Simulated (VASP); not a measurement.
# Os (P6_3/mmc) in VASP: notebook

Os is run at these levels: r2SCAN; tasks: single point.

Everything below comes from runs of VASP 6.6.1. Logs are shortened: lines on timing, memory, paths and dates and some standing lists are left out, and cuts for length are marked.

## (1) The cell of the first run

The structure is hexagonal, space group P6_3/mmc (No. 194). Conventional cell: a = 2.734 Å, b = 2.734 Å, c = 4.806 Å, α = 90.00°, β = 90.00°, γ = 120.00°. Os (site symmetry -6m2) has 12 Os at 2.73 to 2.87 Å within 3.6 Å.

## (2) Single point, r2SCAN (strain +0.1125 x Voigt [0, 0, 1, 0, 0, 0])

POSCAR

```
Os
1.0
    2.7340999755      0.0000000000      0.0000000000
   -1.3670499878      2.3678000353      0.0000000000
    0.0000000000      0.0000000000      4.8056662500
Os
2
Direct
    0.3333333333      0.6666666667      0.2500000000
    0.6666666667      0.3333333333      0.7500000000
```

INCAR.step1

```
SYSTEM = Os
PREC = Accurate
ENCUT = 520
ISMEAR = 0
SIGMA = 0.15
LREAL = .FALSE.
LASPH = .TRUE.
NELM = 80
NBANDS = 15
GGA = PE
ALGO = Normal
EDIFF = 1E-4
LWAVE = .TRUE.
LCHARG = .FALSE.
```

INCAR.step2

```
SYSTEM = Os
PREC = Accurate
ENCUT = 520
EDIFF = 1E-7
ISMEAR = 0
SIGMA = 0.15
LREAL = .FALSE.
LASPH = .TRUE.
NELM = 80
ALGO = Normal
ISIF = 2
LWAVE = .FALSE.
LCHARG = .FALSE.
METAGGA = R2SCAN
LMIXTAU = .TRUE.
NBANDS = 15
ISTART = 1
```

KPOINTS

```
regular mesh
0
G
  21 21 12
  0 0 0
```

Potentials or basis: VASP PAW PBE potentials, release 64 (Os).

Started as:

```bash
cat potpaw_PBE.64/Os/POTCAR > POTCAR
cp INCAR.step1 INCAR
mpirun -np 1 vasp_std > vasp.out
cp INCAR.step2 INCAR
mpirun -np 1 vasp_std > vasp.out
```

OUTCAR:

```text
SYSTEM = Os
   PREC = Accurate
   ENCUT = 520
   EDIFF = 1E-7
   ISMEAR = 0
   LREAL = .FALSE.
   LASPH = .TRUE.
   NELM = 80
   ISIF = 2
   METAGGA = R2SCAN
   ISTART = 1

 ion  position               nearest neighbor table
   1  0.333  0.667  0.250-   2 2.87   2 2.87   2 2.87   2 2.87   2 2.87   2 2.87
   2  0.667  0.333  0.750-   1 2.87   1 2.87   1 2.87   1 2.87   1 2.87   1 2.87

  LATTYP: Found a hexagonal cell.
 ALAT       =     2.7340999755
 C/A-ratio  =     1.7576775879

  Lattice vectors:

 A1 = (   2.7340999755,   0.0000000000,   0.0000000000)
 A2 = (  -1.3670499878,   2.3678000353,   0.0000000000)
 A3 = (   0.0000000000,   0.0000000000,   4.8056662500)

Analysis of symmetry for initial positions (statically):
=====================================================================
 Subroutine PRICEL returns:
 Original cell was already a primitive cell.

 Routine SETGRP: Setting up the symmetry group for a
 hexagonal supercell.

 Subroutine GETGRP returns: Found 24 space group operations
 (whereof 12 operations were pure point group operations)
 out of a pool of 24 trial point group operations.

The static configuration has the point symmetry D_3d.
 The point group associated with its full space group is D_6h.

Analysis of symmetry for dynamics (positions and initial velocities):
=====================================================================
 Subroutine PRICEL returns:
 Original cell was already a primitive cell.

 Routine SETGRP: Setting up the symmetry group for a
 hexagonal supercell.

 Subroutine GETGRP returns: Found 24 space group operations
 (whereof 12 operations were pure point group operations)
 out of a pool of 24 trial point group operations.

The dynamic configuration has the point symmetry D_3d.
 The point group associated with its full space group is D_6h.

 Subroutine INISYM returns: Found 24 space group operations
 (whereof 12 operations are pure point group operations),
 and found     1 'primitive' translations

----------------------------------------------------------------------------------------

                                     Primitive cell

  volume of cell :      31.1109

  direct lattice vectors                    reciprocal lattice vectors
     2.734099975  0.000000000  0.000000000     0.365751073  0.211166481  0.000000000
    -1.367049988  2.367800035  0.000000000     0.000000000  0.422332961  0.000000000
     0.000000000  0.000000000  4.805666250     0.000000000  0.000000000  0.208087692

  length of vectors
     2.734099975  2.734099976  4.805666250     0.422332961  0.422332961  0.208087692

[... 86 lines left out ...]
   ISIF   =      2    stress and relaxation
   ISYM   =      2    0-nonsym 1-usesym 2-fastsym
   POTIM  = 0.5000    time-step for ionic-motion
   TEBEG  =    0.0;   TEEND  =   0.0 temperature during run
   PSTRESS=    0.0 pullay stress
   NELECT =      16.0000    total number of electrons
   NUPDOWN=      -1.0000    fix difference up-down
   EMIN   =  10.00;   EMAX   =-10.00  energy-range for DOS
   EFERMI =   0.00;   METHOD = LEGACY
   ISMEAR =     0;   SIGMA  =   0.15  broadening in eV -4-tet -1-fermi 0-gaus
   EFERMI_NEDOS =   21; number of points for ismear=-14 and -15
   IALGO  =     38    algorithm
   IMIX   =      4    mixing-type and parameters
     AMIX     =   0.40;   BMIX     =  1.00
     AMIX_MAG =   1.60;   BMIX_MAG =  1.00
  volume/ion in A,a.u.               =      15.56       104.97
  Fermi-wavevector in a.u.,A,eV,Ry     =   1.311627  2.478616 23.407007  1.720366
  Thomas-Fermi vector in A             =   2.442076
   LORBIT       =      0    0 simple, 1 ext, 2 COOP (PROOUT), +10 PAW based schemes
   METAGGA = R2SCAN    functional components
   LHFCALC =     F    Hartree Fock is set to
   AEXX    =    0.0000 exact exchange contribution
   IVDW    =     0    specifies the selected vdW correction
   LEPSILON=     F    determine dielectric tensor
   LRPA    =     F    only Hartree local field effects (RPA)
 non-spin polarized calculation
 Gauss-broadening in eV      SIGMA  =   0.15
  energy-cutoff  :      520.00
  volume of cell :       31.11
 maximum number of plane-waves:       852
   NGX = 11   NGY = 11   NGZ = 17

 number of electron      15.9999998 magnetization

 Free energy of the ion-electron system (eV)
  ---------------------------------------------------
  ext. energy  EPLUGINS =         0.00000000
  ---------------------------------------------------
  free energy    TOTEN  =      -105.30656250 eV

  energy without entropy =     -105.28974613  energy(sigma->0) =     -105.29815431

 E-fermi :   7.7431     XC(G=0): -14.6852

 val. band max:        7.7390529493   @ k =   0.2857   0.2381   0.1667
 cond. band min:       7.7449068886   @ k =   0.1429   0.0952   0.3333
 fundamental gap:      0.0058539392
 Fermi energy:         7.7430757926

 k-point     1 :       0.0000    0.0000    0.0000
  band No.  band energies     occupation
      1      -2.7304      2.00000
      2       0.2863      2.00000
      3       4.1646      2.00000
      4       5.1189      2.00000
      5       5.1189      2.00000
      6       5.6046      2.00000
      7       5.6046      2.00000
      8       6.7225      2.00000
      9       7.2030      2.00000
     10       7.2030      2.00000
     11       9.2630      0.00000
     12       9.2630      0.00000
     13      14.5942      0.00000
     14      23.1820      0.00000
[... 401 lines left out ...]
      2       2.1100      2.00000
      3       3.5057      2.00000
      4       3.6240      2.00000
      5       4.4984      2.00000
      6       5.4516      2.00000
      7       5.8887      2.00000
      8       6.4446      2.00000
      9       7.4125      1.99817
     10       7.9188      0.09760
     11       9.3691      0.00000
     12      14.1357      0.00000
     13      14.2382      0.00000
     14      22.4312      0.00000
     15      24.0453      0.00000

 [... further k-points ...]
[... 5 lines left out ...]
  --------------------------------------------------------------------------------------
  -------------------------------------------------------------------------------------
  Total       -3.0206541     -3.0206541    -12.0521645      0.0000000      0.0000000      0.0000000
  in kB     -155.5602237   -155.5602237   -620.6726576      0.0000000      0.0000000      0.0000000
  external PRESSURE =    -310.5977017 kB  Pullay stress =       0.0000000 kB

 VOLUME and BASIS-vectors are now :
 -----------------------------------------------------------------------------
  energy-cutoff  :      520.00
  volume of cell :       31.11
      direct lattice vectors                 reciprocal lattice vectors
     2.734099975  0.000000000  0.000000000     0.365751073  0.211166481  0.000000000
    -1.367049988  2.367800035  0.000000000     0.000000000  0.422332961  0.000000000
     0.000000000  0.000000000  4.805666250     0.000000000  0.000000000  0.208087692

 POSITION                                       TOTAL-FORCE (eV/Angst)
 -----------------------------------------------------------------------------------
     -0.00000      1.57853      1.20142        -0.000000     -0.000000      0.000000
      1.36705      0.78927      3.60425         0.000000      0.000000      0.000000
 -----------------------------------------------------------------------------------
    total drift:                               -0.000000      0.000000     -0.000000

  FREE ENERGIE OF THE ION-ELECTRON SYSTEM (eV)
  ---------------------------------------------------
  free  energy   TOTEN  =      -105.3065625047 eV

  energy  without entropy=     -105.2897461251  energy(sigma->0) =     -105.29815431
```

OSZICAR.step1:

```text
N       E                     dE             d eps       ncg     rms          rms(c)
DAV:   1     0.968662013807E+02    0.96866E+02   -0.73200E+03 10080   0.101E+03
DAV:   2    -0.183909015484E+02   -0.11526E+03   -0.10125E+03 10241   0.316E+02
DAV:   3    -0.234063666589E+02   -0.50155E+01   -0.47728E+01 13742   0.562E+01
DAV:   4    -0.234528069805E+02   -0.46440E-01   -0.46324E-01 10948   0.567E+00
DAV:   5    -0.234530690830E+02   -0.26210E-03   -0.26209E-03 13608   0.395E-01    0.184E+01
DAV:   6    -0.222224900365E+02    0.12306E+01   -0.12527E+00 12390   0.943E+00    0.753E+00
DAV:   7    -0.219331509508E+02    0.28934E+00   -0.65905E-01 13125   0.669E+00    0.428E-01
DAV:   8    -0.219283543186E+02    0.47966E-02   -0.56400E-03 10417   0.550E-01    0.284E-01
DAV:   9    -0.219255451239E+02    0.28092E-02   -0.14536E-03 12439   0.365E-01    0.476E-02
DAV:  10    -0.219255685592E+02   -0.23435E-04   -0.74502E-05  9310   0.790E-02
   1 F= -.21925569E+02 E0= -.21916869E+02  d E =-.173995E-01
```

It took 12 min on 1 thread of Oxide Virtual Turin-like, shared host; peak memory 0.22 GiB.

What came out:

| Quantity | Value |
| --- | --- |
| Free energy | -105.3066 eV |
| Pressure | -31.1 GPa |
| Band gap on the k mesh | zero (band 8 reaches 9.56 eV, above the bottom of band 9 at 6.49 eV) |

Levels at points of the mesh, in eV from the Fermi level:
| k point | band 5 | band 6 | band 7 | band 8 | band 9 | band 10 | band 11 | band 12 |
| --- | --- | --- | --- | --- | --- | --- | --- | --- |
| (0.00, 0.00, 0.00) | -2.62 | -2.14 | -2.14 | -1.02 | -0.54 | -0.54 | 1.52 | 1.52 |
| (0.00, 0.00, 0.50) | -2.61 | -2.61 | -2.61 | -2.61 | 0.79 | 0.79 | 0.79 | 0.79 |

Caveat: the cell differs from its parent crystal (strain +0.1125 x Voigt [0, 0, 1, 0, 0, 0]); the PAW data sets were made with another functional, which shifts forces and pressure a little; spin-orbit coupling is left out, which moves the levels of the heavy elements.

## (3) Single point, r2SCAN (strain +0.1500 x Voigt [0, 0, 1, 0, 0, 0])

Changes to POSCAR since step 2:

```diff
@@ -4,3 +4,3 @@
    -1.3670499878      2.3678000353      0.0000000000
-    0.0000000000      0.0000000000      4.8056662500
+    0.0000000000      0.0000000000      4.9676550000
 Os
```

INCAR.step1

```
PREC = Accurate ; ENCUT = 520
ISMEAR = 0 ; SIGMA = 0.15
LREAL = F ; LASPH = T
NELM = 60 ; NBANDS = 15
GGA = PE ; ALGO = Normal
EDIFF = 1E-4 ; LWAVE = T
LCHARG = F
```

INCAR.step2

```
PREC = Accurate ; ENCUT = 520
EDIFF = 1E-6 ; ISMEAR = 0
SIGMA = 0.15 ; LREAL = F
LASPH = T ; NELM = 60
ALGO = Normal ; ISIF = 2
LWAVE = F ; LCHARG = F
METAGGA = R2SCAN ; LMIXTAU = T
NBANDS = 15 ; ISTART = 1
```

KPOINTS

```
Automatic mesh
0
Gamma
  21 21 12
```

Potentials or basis: VASP PAW PBE potentials, release 64 (Os).

Started as:

```bash
cat potpaw_PBE.64/Os/POTCAR > POTCAR
cp INCAR.step1 INCAR
mpirun -np 1 vasp_std > vasp.out
cp INCAR.step2 INCAR
mpirun -np 1 vasp_std > vasp.out
```

It took 13 min on 1 thread of Oxide Virtual Turin-like, shared host; peak memory 0.23 GiB.

It converged, with:

```
Free energy            : -104.8723 eV
Pressure               : -35.9 GPa
Band gap on the k mesh : zero (band 8 reaches 8.88 eV, above the bottom of band 9 at 6.21 eV)
```

Stress tensor (GPa, compression positive):
```
-19.03   0.00   0.00
  0.00 -19.03   0.00
  0.00   0.00 -69.73
```

Levels at points of the mesh, in eV from the Fermi level:
```
           k point  band 5  band 6  band 7  band 8  band 9  band 10  band 11  band 12
(0.00, 0.00, 0.00)   -2.50   -2.10   -2.10   -1.23   -0.27    -0.27     1.45     1.45
(0.00, 0.00, 0.50)   -2.45   -2.45   -2.45   -2.45    0.79     0.79     0.79     0.79
```

Caveat: the cell differs from its parent crystal (strain +0.1500 x Voigt [0, 0, 1, 0, 0, 0]); the PAW data sets were made with another functional, which shifts forces and pressure a little; spin-orbit coupling is left out, which moves the levels of the heavy elements.
